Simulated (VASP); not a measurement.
# GaN in VASP: a series of runs

Runs on GaN. Level: PBEsol. Tasks: single point.

Program: VASP 6.6.1. These are calculated values, not measurements. Logs are shortened: lines on timing, memory, paths and dates and some standing lists are left out, and cuts for length are marked.

### Step 1. The cell of the first run

Symmetry: C222_1, No. 20, orthorhombic system. Conventional cell: a = 4.498 Å, b = 4.498 Å, c = 4.498 Å, α = 90.00°, β = 90.00°, γ = 90.00°. Ga (site symmetry 2) has 4 N at 1.91 to 1.99 Å within 2.5 Å. Within 2.5 Å of N (site symmetry 2) lie 4 Ga at 1.91 to 1.99 Å.

### Step 2. Single point, PBEsol

Contents of INCAR:

```
SYSTEM = GaN
ALGO = Normal
EDIFF = 1E-7
ENCUT = 520
GGA = PS
ISIF = 2
ISMEAR = 0
LASPH = .TRUE.
LCHARG = .TRUE.
LELF = .TRUE.
LREAL = .FALSE.
LVHAR = .TRUE.
LWAVE = .FALSE.
NBANDS = 26
NELM = 60
PREC = Accurate
SIGMA = 0.05
```

Contents of KPOINTS:

```
k-points
0
G
  8 8 6
  0 0 0
```

Contents of POSCAR:

```
GaN
1.0
    0.0000000000     -2.2490913701     -2.2490913701
    0.0000000000      2.2490913701     -2.2490913701
    4.4981827401      0.0000000000      0.0000000000
Ga N
2 2
Direct
    0.4984372640      0.4984372640      0.5000000000
    0.0015627360      0.0015627360      0.0000000000
    0.0128940960      0.4871059040      0.2500000000
    0.4871059040      0.0128940960      0.7500000000
```

Potentials or basis: VASP PAW PBE potentials, release 64 (Ga_d, N).

Run with:

```sh
> cat potpaw_PBE.64/Ga_d/POTCAR potpaw_PBE.64/N/POTCAR > POTCAR
> mpirun -np 1 vasp_std > vasp.out
```

OUTCAR:

```text
SYSTEM = GaN
   EDIFF = 1E-7
   ENCUT = 520
   GGA = PS
   ISIF = 2
   ISMEAR = 0
   LASPH = .TRUE.
   LREAL = .FALSE.
   NELM = 60
   PREC = Accurate

 ion  position               nearest neighbor table
   1  0.498  0.498  0.500-   3 1.91   4 1.91   3 1.99   4 1.99
   2  0.002  0.002  0.000-   3 1.91   4 1.91   3 1.99   4 1.99
   3  0.013  0.487  0.250-   1 1.91   2 1.91   2 1.99   1 1.99
   4  0.487  0.013  0.750-   1 1.91   2 1.91   2 1.99   1 1.99

  LATTYP: Found a simple tetragonal cell.
 ALAT       =     3.1806955186
 C/A-ratio  =     1.4142135623

  Lattice vectors:

 A1 = (   0.0000000000,  -2.2490913701,  -2.2490913701)
 A2 = (   0.0000000000,   2.2490913701,  -2.2490913701)
 A3 = (   4.4981827401,   0.0000000000,   0.0000000000)

Analysis of symmetry for initial positions (statically):
=====================================================================
 Subroutine PRICEL returns:
 Original cell was already a primitive cell.

 Routine SETGRP: Setting up the symmetry group for a
 simple tetragonal supercell.

 Subroutine GETGRP returns: Found  4 space group operations
 (whereof  2 operations were pure point group operations)
 out of a pool of 16 trial point group operations.

The static configuration has the point symmetry C_2 .
 The point group associated with its full space group is D_2 .

Analysis of symmetry for dynamics (positions and initial velocities):
=====================================================================
 Subroutine PRICEL returns:
 Original cell was already a primitive cell.

 Routine SETGRP: Setting up the symmetry group for a
 simple tetragonal supercell.

 Subroutine GETGRP returns: Found  4 space group operations
 (whereof  2 operations were pure point group operations)
 out of a pool of 16 trial point group operations.

The dynamic configuration has the point symmetry C_2 .
 The point group associated with its full space group is D_2 .

 Subroutine INISYM returns: Found  4 space group operations
 (whereof  2 operations are pure point group operations),
 and found     1 'primitive' translations

----------------------------------------------------------------------------------------

                                     Primitive cell

  volume of cell :      45.5073

  direct lattice vectors                    reciprocal lattice vectors
     0.000000000 -2.249091370 -2.249091370     0.000000000 -0.222312000 -0.222312000
     0.000000000  2.249091370 -2.249091370     0.000000000  0.222312000 -0.222312000
     4.498182740  0.000000000  0.000000000     0.222312000  0.000000000  0.000000000

  length of vectors
     3.180695519  3.180695519  4.498182740     0.314396645  0.314396645  0.222312000

  position of ions in fractional coordinates (direct lattice)
     0.498437264  0.498437264  0.500000000
     0.001562736  0.001562736  0.000000000
     0.012894096  0.487105904  0.250000000
     0.487105904  0.012894096  0.750000000

  ion indices of the primitive-cell ions
   primitive index   ion index
                 1           1
                 2           2
                 3           3
                 4           4

----------------------------------------------------------------------------------------

 KPOINTS: k-points

Automatic generation of k-mesh.
 Grid dimensions read from file:
 generate k-points for:    8    8    6

 Generating k-lattice:

  Cartesian coordinates                     Fractional coordinates (reciprocal lattice)
     0.000000000 -0.027789000 -0.027789000     0.125000000  0.000000000  0.000000000
     0.000000000  0.027789000 -0.027789000     0.000000000  0.125000000  0.000000000
     0.037052000  0.000000000  0.000000000     0.000000000  0.000000000  0.166666667

  Length of vectors
     0.039299581  0.039299581  0.037052000

  Shift w.r.t. Gamma in fractional coordinates (k-lattice)
     0.000000000  0.000000000  0.000000000

 Subroutine IBZKPT returns following result:
 ===========================================

 Found     84 irreducible k-points:

 Following reciprocal coordinates:
            Coordinates               Weight
  0.000000  0.000000  0.000000      1.000000
  0.125000  0.000000  0.000000      4.000000
  0.250000  0.000000  0.000000      4.000000
  0.375000  0.000000  0.000000      4.000000
  0.500000  0.000000  0.000000      2.000000
  0.125000  0.125000  0.000000      2.000000
[... 16 lines left out ...]
  0.125000  0.000000  0.166667      8.000000
  0.250000  0.000000  0.166667      8.000000
 [... further k-points ...]
   k-points           NKPTS =     84   k-points in BZ     NKDIM =     84   number of bands    NBANDS=     26
   number of dos      NEDOS =    301   number of ions     NIONS =      4
   total plane-waves  NPLWV =  20736
   dimension x,y,z NGX =    24 NGY =   24 NGZ =   36
   dimension x,y,z NGXF=    48 NGYF=   48 NGZF=   72
   ions per type =               2   2
   NGX,Y,Z   is equivalent  to a cutoff of  12.54, 12.54, 13.31 a.u.
[... 36 lines left out ...]
   GGA     = PS    functional components
   LHFCALC =     F    Hartree Fock is set to
   AEXX    =    0.0000 exact exchange contribution
   IVDW    =     0    specifies the selected vdW correction
   LEPSILON=     F    determine dielectric tensor
   LRPA    =     F    only Hartree local field effects (RPA)
 non-spin polarized calculation
 Gauss-broadening in eV      SIGMA  =   0.05
  energy-cutoff  :      520.00
  volume of cell :       45.51
 maximum number of plane-waves:      1240
   NGX = 11   NGY = 11   NGZ = 17

 number of electron      35.9999988 magnetization

 Free energy of the ion-electron system (eV)
  ---------------------------------------------------
  ext. energy  EPLUGINS =         0.00000000
  ---------------------------------------------------
  free energy    TOTEN  =       -26.17884554 eV

  energy without entropy =      -26.17884554  energy(sigma->0) =      -26.17884554

 E-fermi :   5.4294     XC(G=0): -11.9330

 val. band max:        5.2237697592   @ k =   0.0000   0.0000   0.0000
 cond. band min:       6.9249368958   @ k =   0.0000   0.0000   0.0000
 fundamental gap:      1.7011671366
 Fermi energy:         5.4293688238

 k-point     1 :       0.0000    0.0000    0.0000
  band No.  band energies     occupation
      1     -10.7813      2.00000
      2      -9.6399      2.00000
      3      -8.2035      2.00000
      4      -8.2009      2.00000
      5      -8.1982      2.00000
      6      -8.1159      2.00000
[... 18 lines left out ...]
     25      17.0512      0.00000
     26      19.1945      0.00000

 k-point     2 :       0.1250    0.0000    0.0000
  band No.  band energies     occupation
      1     -10.6628      2.00000
      2      -9.6404      2.00000
      3      -8.1871      2.00000
      4      -8.1848      2.00000
      5      -8.1643      2.00000
      6      -8.0998      2.00000
[... 18 lines left out ...]
     25      16.8925      0.00000
     26      18.8021      0.00000

 k-point     3 :       0.2500    0.0000    0.0000
  band No.  band energies     occupation
      1     -10.3612      2.00000
      2      -9.6515      2.00000
      3      -8.1523      2.00000
      4      -8.1476      2.00000
      5      -8.0864      2.00000
      6      -8.0179      2.00000
[... 18 lines left out ...]
     25      16.4252      0.00000
     26      18.0708      0.00000

 k-point     4 :       0.3750    0.0000    0.0000
  band No.  band energies     occupation
      1     -10.0287      2.00000
      2      -9.6947      2.00000
      3      -8.1214      2.00000
      4      -8.1032      2.00000
      5      -8.0866      2.00000
      6      -7.9896      2.00000
[... 18 lines left out ...]
     25      16.3180      0.00000
     26      17.3065      0.00000
[... 496 lines left out ...]
      1     -10.6749      2.00000
      2      -9.6727      2.00000
      3      -8.1825      2.00000
      4      -8.1815      2.00000
      5      -8.1797      2.00000
      6      -8.1017      2.00000
[... 18 lines left out ...]
     25      16.8372      0.00000
     26      18.8874      0.00000

 k-point    23 :       0.1250    0.0000    0.1667
  band No.  band energies     occupation
      1     -10.5655      2.00000
      2      -9.6714      2.00000
      3      -8.1776      2.00000
      4      -8.1714      2.00000
      5      -8.1248      2.00000
      6      -8.0866      2.00000
[... 18 lines left out ...]
     25      16.5084      0.00000
     26      18.5370      0.00000

 k-point    24 :       0.2500    0.0000    0.1667
  band No.  band energies     occupation
      1     -10.2926      2.00000
      2      -9.6782      2.00000
      3      -8.1461      2.00000
      4      -8.1443      2.00000
      5      -8.0828      2.00000
      6      -7.9774      2.00000
[... 18 lines left out ...]
     25      16.1364      0.00000
     26      17.7612      0.00000

 [... further k-points ...]

------------------------ aborting loop because EDIFF is reached ----------------------------------------

  FORCE on cell =-STRESS in cart. coord.  units (eV):
  Direction    XX          YY          ZZ          XY          YZ          ZX
  --------------------------------------------------------------------------------------
  -------------------------------------------------------------------------------------
  Total        0.1913722     -0.0199977      0.1018758      0.0000000      0.0000000      0.0000000
  in kB        6.7376453     -0.7040609      3.5867429      0.0000000      0.0000000      0.0000000
  external PRESSURE =       3.2067758 kB  Pullay stress =       0.0000000 kB

 VOLUME and BASIS-vectors are now :
 -----------------------------------------------------------------------------
  energy-cutoff  :      520.00
  volume of cell :       45.51
      direct lattice vectors                 reciprocal lattice vectors
     0.000000000 -2.249091370 -2.249091370     0.000000000 -0.222312000 -0.222312000
     0.000000000  2.249091370 -2.249091370     0.000000000  0.222312000 -0.222312000
     4.498182740  0.000000000  0.000000000     0.222312000  0.000000000  0.000000000

 POSITION                                       TOTAL-FORCE (eV/Angst)
 -----------------------------------------------------------------------------------
      2.24909      0.00000     -2.24206         0.000000     -0.000000     -0.636252
      0.00000      0.00000     -0.00703         0.000000     -0.000000      0.636252
      1.12455      1.06655     -1.12455        -0.000000      1.060344      0.000000
      3.37364     -1.06655     -1.12455         0.000000     -1.060344      0.000000
 -----------------------------------------------------------------------------------
    total drift:                               -0.000000      0.000001     -0.000000

  FREE ENERGIE OF THE ION-ELECTRON SYSTEM (eV)
  ---------------------------------------------------
  free  energy   TOTEN  =       -26.1788455358 eV

  energy  without entropy=      -26.1788455358  energy(sigma->0) =      -26.17884554
```

It took 3.7 min on 1 thread of AMD EPYC 7R13, shared host; peak memory 0.18 GiB.

Results:

* Free energy: -26.1788 eV
* Pressure: 0.3 GPa
* Largest force: 1.060 eV/Å
* Band gap on the k mesh: 1.70 eV

Forces in eV/Å, atoms in the order of the input:
```
Ga   0.000  0.000 -0.636
Ga   0.000  0.000  0.636
N    0.000  1.060  0.000
N    0.000 -1.060  0.000
```

Caveat: the PAW data sets were made with another functional, which shifts forces and pressure a little.

### Step 3. Single point, PBEsol

This run uses another cell than the first one, of 11.68 Å³/atom, 1.027 times its volume.

Contents of INCAR:

```
SYSTEM = GaN
ALGO = Normal ; EDIFF = 1E-7
ENCUT = 520 ; GGA = PS
ISIF = 2 ; ISMEAR = 0
LASPH = .TRUE. ; LCHARG = .TRUE.
LELF = .TRUE. ; LREAL = .FALSE.
LVHAR = .TRUE. ; LWAVE = .FALSE.
NBANDS = 26 ; NELM = 100
PREC = Accurate ; SIGMA = 0.05
```

KPOINTS is that of step 2.

Contents of POSCAR:

```
GaN
1.0
    0.0000000000     -2.2490913701     -2.2790042853
    0.0000000000      2.2490913701     -2.2790042853
    4.5580085705      0.0000000000      0.0000000000
Ga N
2 2
Direct
    0.4992186320      0.4992186320      0.5000000000
    0.0007813680      0.0007813680      0.0000000000
    0.0064470480      0.4935529520      0.2500000000
    0.4935529520      0.0064470480      0.7500000000
```

Potentials or basis: VASP PAW PBE potentials, release 64 (Ga_d, N).

Run with:

```sh
> cat potpaw_PBE.64/Ga_d/POTCAR potpaw_PBE.64/N/POTCAR > POTCAR
> mpirun -np 1 vasp_std > vasp.out
```

Run time: 4.2 min. Hardware: 1 thread of AMD EPYC 7R13, shared host; peak memory 0.18 GiB.

Results (log left out):

```yaml
Free_energy: -26.2084 eV
Pressure: -4.8 GPa
Largest_force: 0.489 eV/Å
Band_gap_on_the_k_mesh: 1.51 eV
```

Forces on the atoms (eV/Å):
```
Ga   0.000  0.000 -0.276
Ga   0.000  0.000  0.276
N    0.000  0.489  0.000
N    0.000 -0.489  0.000
```

Stress tensor (GPa, compression positive):
```
-5.24  0.00  0.00
 0.00 -3.78  0.00
 0.00  0.00 -5.30
```

Levels at points of the mesh, in eV from the valence-band top:
| k point | band 15 | band 16 | band 17 | band 18 | band 19 | band 20 | band 21 | band 22 |
| --- | --- | --- | --- | --- | --- | --- | --- | --- |
| (0.00, 0.00, 0.00) | -2.66 | -0.06 | -0.06 | 0.00 | 1.51 | 3.21 | 6.47 | 10.01 |
| (0.50, 0.00, 0.00) | -3.38 | -3.23 | -1.07 | -0.97 | 6.21 | 6.23 | 7.33 | 7.35 |
| (0.50, 0.50, 0.00) | -2.78 | -2.77 | -2.67 | -2.65 | 3.13 | 3.20 | 6.27 | 6.47 |
| (0.00, 0.00, 0.50) | -1.50 | -1.50 | -1.46 | -1.46 | 4.36 | 4.36 | 7.17 | 7.17 |
| (0.50, 0.00, 0.50) | -1.06 | -1.06 | -0.93 | -0.93 | 4.38 | 4.38 | 8.47 | 8.47 |
| (0.50, 0.50, 0.50) | -3.71 | -3.71 | -3.60 | -3.60 | 5.98 | 5.98 | 8.11 | 8.11 |

Caveat: the PAW data sets were made with another functional, which shifts forces and pressure a little.

### Step 4. Single point, PBEsol

This run uses another cell than the first one, of 11.68 Å³/atom, 1.027 times its volume.

Contents of INCAR:

```
SYSTEM = GaN
PREC = Accurate
ENCUT = 520
EDIFF = 1E-6
ISMEAR = 0
SIGMA = 0.05
LREAL = .False.
LASPH = .True.
NELM = 100
ALGO = Normal
ISIF = 2
LWAVE = .False.
LCHARG = .False.
GGA = PS
NBANDS = 26
```

Contents of KPOINTS:

```
regular mesh
0
Gamma
  8 8 6
  0 0 0
```

Contents of POSCAR:

```
GaN
1.0
    0.0000000000     -2.2490913701     -2.2790042853
    0.0000000000      2.2490913701     -2.2790042853
    4.5580085705      0.0000000000      0.0000000000
Ga N
2 2
Direct
    0.4976558961      0.4976558961      0.5000000000
    0.0023441039      0.0023441039      0.0000000000
    0.0193411440      0.4806588560      0.2500000000
    0.4806588560      0.0193411440      0.7500000000
```

Run with:

```sh
> cat potpaw_PBE.64/Ga_d/POTCAR potpaw_PBE.64/N/POTCAR > POTCAR
> mpirun -np 1 vasp_std > vasp.out
```

Wall time 3.1 min (1 thread of AMD EPYC 7R13, shared host); peak memory 0.18 GiB.

Results (log left out):

```yaml
Free_energy: -26.0873 eV
Pressure: -3.7 GPa
Largest_force: 1.463 eV/Å
Band_gap_on_the_k_mesh: 1.51 eV
```

Forces in eV/Å, atoms in the order of the input:
```
Ga   0.000  0.000 -0.834
Ga   0.000  0.000  0.834
N    0.000  1.463  0.000
N    0.000 -1.463  0.000
```

Stress tensor (GPa, compression positive):
```
-3.55  0.00  0.00
 0.00 -3.48  0.00
 0.00  0.00 -4.20
```

Levels at points of the mesh, in eV from the valence-band top:
| k point | band 15 | band 16 | band 17 | band 18 | band 19 | band 20 | band 21 | band 22 |
| --- | --- | --- | --- | --- | --- | --- | --- | --- |
| (0.00, 0.00, 0.00) | -2.65 | -0.08 | -0.02 | 0.00 | 1.51 | 3.27 | 6.47 | 9.79 |
| (0.50, 0.00, 0.00) | -3.51 | -3.09 | -1.14 | -0.85 | 6.12 | 6.19 | 7.34 | 7.40 |
| (0.50, 0.50, 0.00) | -2.84 | -2.78 | -2.70 | -2.55 | 3.16 | 3.19 | 6.30 | 6.47 |
| (0.00, 0.00, 0.50) | -1.47 | -1.47 | -1.44 | -1.44 | 4.31 | 4.31 | 7.15 | 7.15 |
| (0.50, 0.00, 0.50) | -1.12 | -1.12 | -0.84 | -0.84 | 4.38 | 4.38 | 8.36 | 8.36 |
| (0.50, 0.50, 0.50) | -3.76 | -3.76 | -3.48 | -3.48 | 5.81 | 5.81 | 8.26 | 8.26 |

Caveat: the PAW data sets were made with another functional, which shifts forces and pressure a little. Expect the measured gap to be larger: semilocal functionals such as PBEsol lack the derivative discontinuity.

### Step 5. Single point, PBEsol

This run uses another cell than the first one, of 11.68 Å³/atom, 1.027 times its volume.

Contents of INCAR:

```
SYSTEM = GaN
  PREC = Accurate
  ENCUT = 520
  EDIFF = 1E-7
  ISMEAR = 0
  SIGMA = 0.05
  LREAL = .False.
  LASPH = .True.
  NELM = 80
  ALGO = Normal
  ISIF = 2
  LWAVE = .False.
  LCHARG = .False.
  GGA = PS
  NBANDS = 26
```

Contents of KPOINTS:

```
Automatic mesh
0
Gamma
  8 8 6
  0 0 0
```

Contents of POSCAR:

```
GaN
1.0
    0.0000000000     -2.2490913701     -2.2790042853
    0.0000000000      2.2490913701     -2.2790042853
    4.5580085705      0.0000000000      0.0000000000
Ga N
2 2
Direct
    0.5000000000      0.5000000000      0.5000000000
    0.0000000000      0.0000000000      0.0000000000
    0.0000000000      0.5000000000      0.2500000000
    0.5000000000      0.0000000000      0.7500000000
```

Run with:

```sh
> cat potpaw_PBE.64/Ga_d/POTCAR potpaw_PBE.64/N/POTCAR > POTCAR
> mpirun -np 1 vasp_std > vasp.out
```

Wall time 3.4 min (1 thread of AMD EPYC 7R13, shared host); peak memory 0.18 GiB.

The run converged. Its results:

```
Free energy            : -26.2236 eV
Pressure               : -4.9 GPa
Band gap on the k mesh : 1.51 eV
```

Stress tensor (GPa, compression positive):
```
-5.45  0.00  0.00
 0.00 -3.81  0.00
 0.00  0.00 -5.43
```

Levels at points of the mesh, in eV from the valence-band top:
```csv
k point,band 16,band 17,band 18,band 19,band 20,band 21
"(0.00, 0.00, 0.00)",-0.06,-0.06,0.00,1.51,3.21,6.47
"(0.50, 0.00, 0.00)",-3.31,-1.03,-1.03,6.23,6.23,7.34
"(0.50, 0.50, 0.00)",-2.77,-2.67,-2.67,3.13,3.21,6.26
"(0.00, 0.00, 0.50)",-1.50,-1.47,-1.47,4.37,4.37,7.17
"(0.50, 0.00, 0.50)",-1.04,-0.94,-0.94,4.38,4.38,8.49
"(0.50, 0.50, 0.50)",-3.69,-3.63,-3.63,6.01,6.01,8.09
```

Caveat: the PAW data sets were made with another functional, which shifts forces and pressure a little. Expect the measured gap to be larger: semilocal functionals such as PBEsol lack the derivative discontinuity.

### Step 6. Single point, PBEsol

This run uses another cell than the first one, of 11.68 Å³/atom, 1.027 times its volume.

Contents of INCAR:

```
PREC = Accurate
ENCUT = 520
EDIFF = 1E-6
ISMEAR = 0
SIGMA = 0.05
LREAL = F
LASPH = T
NELM = 80
ALGO = Normal
ISIF = 2
LWAVE = F
LCHARG = T
GGA = PS
LELF = T
LVHAR = T
NBANDS = 26
```

Contents of KPOINTS:

```
regular mesh
0
Gamma
  8 8 6
```

Contents of POSCAR:

```
GaN
1.0
    0.0000000000     -2.2490913701     -2.2790042853
    0.0000000000      2.2490913701     -2.2790042853
    4.5580085705      0.0000000000      0.0000000000
Ga N
2 2
Direct
    0.4984372640      0.4984372640      0.5000000000
    0.0015627360      0.0015627360      0.0000000000
    0.0128940960      0.4871059040      0.2500000000
    0.4871059040      0.0128940960      0.7500000000
```

Potentials or basis: VASP PAW PBE potentials, release 64 (Ga_d, N).

Run with:

```sh
> cat potpaw_PBE.64/Ga_d/POTCAR potpaw_PBE.64/N/POTCAR > POTCAR
> mpirun -np 1 vasp_std > vasp.out
```

Wall time 2.3 min (1 thread of AMD EPYC 7R13, shared host); peak memory 0.18 GiB.

The run converged. Its results:

| Quantity | Value |
| --- | --- |
| Free energy | -26.1630 eV |
| Pressure | -4.5 GPa |
| Largest force | 0.976 eV/Å |
| Band gap on the k mesh | 1.51 eV |

Forces in eV/Å, atoms in the order of the input:
```
Ga   0.000  0.000 -0.554
Ga   0.000  0.000  0.554
N    0.000  0.976  0.000
N    0.000 -0.976  0.000
```

Stress tensor (GPa, compression positive):
```
-4.74  0.00  0.00
 0.00 -3.80  0.00
 0.00  0.00 -5.02
```

Levels at points of the mesh, in eV from the valence-band top:
```tsv
k point	band 16	band 17	band 18	band 19	band 20	band 21
(0.00, 0.00, 0.00)	-0.07	-0.04	0.00	1.51	3.23	6.47
(0.50, 0.00, 0.00)	-3.16	-1.11	-0.92	6.17	6.22	7.33
(0.50, 0.50, 0.00)	-2.77	-2.68	-2.60	3.15	3.18	6.28
(0.00, 0.00, 0.50)	-1.49	-1.46	-1.46	4.34	4.34	7.16
(0.50, 0.00, 0.50)	-1.09	-0.89	-0.89	4.38	4.38	8.43
(0.50, 0.50, 0.50)	-3.74	-3.55	-3.55	5.91	5.91	8.17
```

Caveat: the PAW data sets were made with another functional, which shifts forces and pressure a little. PBEsol gaps usually lie below the measured ones, often by a third to a half.
